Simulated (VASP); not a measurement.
Set up this calculation in VASP 6.6.1, as the native input.

* Task: single point
* Functional: r2SCAN
* Potentials or basis: VASP PAW PBE potentials, release 64 (Al, Ga_d, N)
* Cutoff: 520 eV
* k mesh: 6 × 6 × 6
* Occupations: gaussian, width 0.05 eV
* Spin: no spin polarisation
* Dipole correction: no
* Further INCAR settings: ALGO = Normal; EDIFF = 1e-07; NBANDS = 31

Al3GaN4:

```
CELL_PARAMETERS angstrom
4.43910 -0.04182 0.03448
-0.04182 4.40944 -0.00532
0.03448 -0.00532 4.40474
ATOMIC_POSITIONS crystal
Al 0.50368 0.50659 0.99979
Al 0.50964 0.00221 0.50778
Al 0.99206 0.49429 0.50478
Ga 0.99329 0.99628 0.99966
N 0.74153 0.74626 0.25348
N 0.74689 0.26214 0.73470
N 0.26545 0.74461 0.74860
N 0.24747 0.24763 0.25120
```

This cell differs from its parent crystal: atoms moved at random and the cell strained at random.

The input as run:

POSCAR

```
Al3GaN4
1.0
    4.4390974388     -0.0418229041      0.0344768395
   -0.0418229041      4.4094413770     -0.0053173086
    0.0344768395     -0.0053173086      4.4047424575
Al Ga N
3 1 4
Direct
    0.5036791857      0.5065850229     -0.0002055458
    0.5096357551      0.0022133625      0.5077810161
   -0.0079438237      0.4942871670      0.5047839430
   -0.0067109971     -0.0037193097     -0.0003422099
    0.7415267901      0.7462594662      0.2534804166
    0.7468880557      0.2621354903      0.7347035040
    0.2654541187      0.7446076759      0.7485955139
    0.2474709156      0.2476311250      0.2512033620
```

INCAR.step1

```
PREC = Accurate
ENCUT = 520
ISMEAR = 0
SIGMA = 0.05
LREAL = False
LASPH = True
NELM = 80
NBANDS = 31
GGA = PE
ALGO = Normal
EDIFF = 1E-4
LWAVE = True
LCHARG = False
```

INCAR.step2

```
PREC = Accurate
ENCUT = 520
EDIFF = 1E-7
ISMEAR = 0
SIGMA = 0.05
LREAL = False
LASPH = True
NELM = 80
ALGO = Normal
ISIF = 2
LWAVE = False
LCHARG = False
METAGGA = R2SCAN
LMIXTAU = True
NBANDS = 31
ISTART = 1
```

KPOINTS

```
Automatic mesh
0
Gamma
  6 6 6
```

Potentials or basis: VASP PAW PBE potentials, release 64 (Al, Ga_d, N).

Command:

```sh
$ cat potpaw_PBE.64/Al/POTCAR potpaw_PBE.64/Ga_d/POTCAR potpaw_PBE.64/N/POTCAR > POTCAR
$ cp INCAR.step1 INCAR
$ mpirun -np 1 vasp_std > vasp.out
$ cp INCAR.step2 INCAR
$ mpirun -np 1 vasp_std > vasp.out
```

It gave:

| Item | Value |
| --- | --- |
| Pressure | -1.1 GPa |
| Largest force | 2.341 eV/Å |
| Band gap on the k mesh | 3.48 eV |

Caveat: the cell differs from its parent crystal (atoms moved at random and the cell strained at random); the PAW data sets were made with another functional, which shifts forces and pressure a little.

Wall time 44 min on 1 thread of AMD EPYC 7571 (shared host), peak memory 0.36 GiB.
